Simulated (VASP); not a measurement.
# CuO2 (Cmcm) in VASP: notebook, part 2 of 2

VASP 6.6.1. Earlier steps stand in the parts before.

## (3) Relaxation of cell and atoms, PBEsol, target pressure 10 GPa, at which the enthalpy is minimised

File INCAR:

```
PREC = Accurate ; ENCUT = 600
EDIFF = 1E-6 ; ISMEAR = -1
SIGMA = 0.05 ; LREAL = F
LASPH = T ; NELM = 60
ALGO = Normal ; ISIF = 3
LWAVE = F ; LCHARG = F
GGA = PS ; IBRION = 2
NSW = 60 ; EDIFFG = -0.01
PSTRESS = 100.0
```

File KPOINTS:

```
Automatic mesh
0
Gamma
  10 10 6
```

File POSCAR:

```
CuO2
1.0
    1.4126150000     -5.2107470000      0.0000000000
    1.4126150000      5.2107470000      0.0000000000
    0.0000000000      0.0000000000      4.3434240000
Cu O
2 4
Direct
    0.1672530000      0.8327470000      0.7500000000
    0.8327470000      0.1672530000      0.2500000000
    0.7889700000      0.2110300000      0.7500000000
    0.2110300000      0.7889700000      0.2500000000
    0.5514860000      0.4485140000      0.7500000000
    0.4485140000      0.5514860000      0.2500000000
```

Potentials or basis: VASP PAW PBE potentials, release 64 (Cu, O).

The run is started by

```console
$ cat potpaw_PBE.64/Cu/POTCAR potpaw_PBE.64/O/POTCAR > POTCAR
$ mpirun -np 1 vasp_std > vasp.out
```

Wall time 56 min (1 thread of Intel Xeon 6975P-C (Granite Rapids), shared host); peak memory 0.44 GiB.

The run converged. Its results:

- Free energy: -29.8928 eV
- Relaxed volume: 8.57 Å³/atom
- Relaxed cell: a = 4.942 Å, b = 4.942 Å, c = 3.756 Å, α = 90.00°, β = 90.00°, γ = 145.94°
- Space group after relaxing (to 0.1 Å): Cmcm (No. 63)
- Energy change on relaxing (the run minimises the enthalpy): -27.4 meV/atom
- Ionic steps: 36
- Pressure after relaxing: 9.9 GPa
- Largest force after relaxing: 0.010 eV/Å
- Band gap on the k mesh: zero (bands 23 and 24 overlap by 0.94 eV)

Forces in eV/Å, atoms in the order of the input:
```
Cu   0.000 -0.001  0.000
Cu   0.000  0.001  0.000
O    0.000 -0.010  0.000
O    0.000  0.010  0.000
O    0.000  0.005  0.000
O    0.000 -0.005  0.000
```

Stress tensor (GPa, compression positive):
```
 9.99  0.00  0.00
 0.00  9.82  0.00
 0.00  0.00 10.02
```

Step by step:
```tsv
step	energy change (eV)	largest force (eV/Å)	pressure (GPa)	volume (Å³)
1	0.0000	0.4302	-7.89	63.94
2	0.6675	2.3670	33.51	53.55
3	-0.0044	0.8947	8.78	58.44
4	-0.0382	0.6853	9.44	56.64
5	0.1261	0.8406	19.37	51.35
6	0.0205	0.6544	15.19	51.50
7	-0.0561	0.9055	6.44	51.93
8	-0.0752	0.6068	9.15	51.76
9	-0.0765	0.6341	8.91	51.78
10	-0.0973	0.5785	9.49	51.63
11	-0.1229	0.3923	11.21	51.16
12	-0.0092	0.8455	15.17	50.16
13	-0.1135	0.2922	12.32	50.90
14	-0.1655	0.1917	9.15	51.51
15	-0.1719	0.1762	8.75	51.61
16	-0.1633	0.0345	10.14	51.40
17	-0.1616	0.0533	10.28	51.37
18	-0.1660	0.0130	10.14	51.42
19	-0.1697	0.0459	9.92	51.48
20	-0.1688	0.0372	10.02	51.47
21	-0.1701	0.0160	9.79	51.48
22	-0.1707	0.0131	9.67	51.49
23	-0.1666	0.0169	9.99	51.43
24	-0.1665	0.0174	10.20	51.42
25	-0.1694	0.0064	9.66	51.47
26	-0.1675	0.0116	9.93	51.44
27	-0.1677	0.0102	9.86	51.44
28	-0.1676	0.0121	10.05	51.44
29	-0.1677	0.0106	9.79	51.44
30	-0.1677	0.0114	9.93	51.44
31	-0.1677	0.0099	9.80	51.44
32	-0.1652	0.0124	10.07	51.40
33	-0.1653	0.0122	9.82	51.40
34	-0.1631	0.0132	10.21	51.37
35	-0.1645	0.0125	10.07	51.39
36	-0.1646	0.0095	9.94	51.39
```

Final structure:
```yaml
crystal:
  lattice:
    - [1.44769, -4.72570, 0.00000]
    - [1.44769, 4.72570, 0.00000]
    - [0.00000, 0.00000, 3.75598]
  atoms:
    - { symbol: Cu, position: [0.15552, 0.84448, 0.75000] }
    - { symbol: Cu, position: [0.84448, 0.15552, 0.25000] }
    - { symbol: O, position: [0.79599, 0.20401, 0.75000] }
    - { symbol: O, position: [0.20401, 0.79599, 0.25000] }
    - { symbol: O, position: [0.52272, 0.47728, 0.75000] }
    - { symbol: O, position: [0.47728, 0.52272, 0.25000] }
```

Levels at points of the mesh, in eV from the Fermi level:
| k point | band 19 | band 20 | band 21 | band 22 | band 23 | band 24 | band 25 | band 26 | band 27 |
| --- | --- | --- | --- | --- | --- | --- | --- | --- | --- |
| (0.00, 0.00, 0.00) | -2.13 | -1.76 | -1.30 | -1.09 | -0.88 | -0.20 | 0.59 | 2.09 | 5.82 |
| (0.50, 0.00, 0.00) | -2.83 | -2.26 | -1.99 | -1.90 | -1.32 | 0.08 | 0.17 | 2.29 | 9.93 |
| (0.50, 0.50, 0.00) | -2.43 | -1.77 | -1.74 | -1.10 | -0.57 | 0.28 | 0.73 | 2.22 | 8.25 |
| (0.00, 0.00, 0.50) | -2.06 | -2.06 | -0.69 | -0.69 | 0.12 | 0.12 | 0.22 | 0.22 | 8.67 |
| (0.50, 0.00, 0.50) | -2.69 | -2.69 | -1.04 | -1.04 | 0.03 | 0.03 | 0.72 | 0.72 | 10.99 |
| (0.50, 0.50, 0.50) | -2.11 | -2.11 | -0.95 | -0.95 | 0.48 | 0.48 | 0.57 | 0.57 | 9.15 |

Caveat: the cell is relaxed towards a set pressure, so the run minimises the enthalpy, not the energy; the volume moved by over 15 % at a fixed basis, so the end points are rough; the PAW data sets were made with another functional, which shifts forces and pressure a little; semilocal functionals often make such compounds metallic where correlation or magnetic order opens a gap, which also shifts bond lengths.

## (4) Single point, PBEsol

File INCAR:

```
SYSTEM = CuO2
PREC = Accurate ; ENCUT = 820
EDIFF = 1E-6 ; ISMEAR = -1
SIGMA = 0.1 ; LREAL = .FALSE.
LASPH = .TRUE. ; NELM = 120
ALGO = Normal ; ISIF = 2
LWAVE = .FALSE. ; LCHARG = .FALSE.
GGA = PS ; NBANDS = 40
GGA_COMPAT = .FALSE.
```

File KPOINTS:

```
Automatic mesh
0
G
  7 7 5
  0 0 0
```

POSCAR is that of step 3.

Potentials or basis: VASP PAW PBE potentials, release 64 (Cu_sv_GW, O).

The run is started by

```console
$ cat potpaw_PBE.64/Cu_sv_GW/POTCAR potpaw_PBE.64/O/POTCAR > POTCAR
$ mpirun -np 1 vasp_std > vasp.out
```

Run time: 5.7 min. Hardware: 1 thread of AMD EPYC 9R45 (Zen 5), shared host; peak memory 0.42 GiB.

It converged, with:

* Free energy: -30.1038 eV
* Pressure: -9.0 GPa
* Largest force: 0.530 eV/Å
* Band gap on the k mesh: zero (bands 31 and 32 overlap by 0.25 eV)

Forces in eV/Å, atoms in the order of the input:
```
Cu   0.000  0.017  0.000
Cu   0.000 -0.017  0.000
O    0.000  0.530  0.000
O    0.000 -0.530  0.000
O    0.000 -0.356  0.000
O    0.000  0.356  0.000
```

Stress tensor (GPa, compression positive):
```
-10.86   0.00   0.00
  0.00  -9.07   0.00
  0.00   0.00  -7.10
```

Levels at points of the mesh, in eV from the Fermi level:
| k point | band 28 | band 29 | band 30 | band 31 | band 32 | band 33 | band 34 | band 35 |
| --- | --- | --- | --- | --- | --- | --- | --- | --- |
| (0.00, 0.00, 0.00) | -1.33 | -1.08 | -1.03 | -0.59 | -0.08 | 1.01 | 1.29 | 5.87 |

Caveat: the cell stands under tension; the PAW data sets were made with another functional, which shifts forces and pressure a little; semilocal functionals often make such compounds metallic where correlation or magnetic order opens a gap, which also shifts bond lengths. With open d or f shells a metallic result of PBEsol can be an artefact of self-interaction; +U or a hybrid may open a gap.

## (5) Summary

| task | potentials or basis | cell | k mesh | cutoff (eV) | smearing | gap on the mesh (eV) | pressure (GPa) | largest force (eV/Å) |
| --- | --- | --- | --- | --- | --- | --- | --- | --- |
| relaxation of cell and atoms | VASP PAW PBE potentials, release 64 (Cu, O) | relaxed to 5 GPa | 10 × 10 × 6 | 600 | fermi-dirac 0.05 eV | none | 5.0 | 0.01 |
| relaxation of cell and atoms | VASP PAW PBE potentials, release 64 (Cu, O) | relaxed to 10 GPa | 10 × 10 × 6 | 600 | fermi-dirac 0.05 eV | none | 9.9 | 0.01 |
| single point | VASP PAW PBE potentials, release 64 (Cu_sv_GW, O) | as given | 7 × 7 × 5 | 820 | fermi-dirac 0.1 eV | none | -9.0 | 0.53 |

Alike in all rows: level PBEsol; no spin polarisation.

Caveats: the PAW data sets were made with another functional, which shifts forces and pressure a little; semilocal functionals often make such compounds metallic where correlation or magnetic order opens a gap, which also shifts bond lengths; the cell is relaxed towards a set pressure, so the run minimises the enthalpy, not the energy (at least some runs); the volume moved by over 15 % at a fixed basis, so the end points are rough (at least some runs); the cell stands under tension (at least some runs).

Absolute energies hang on the potentials; compare differences alone.
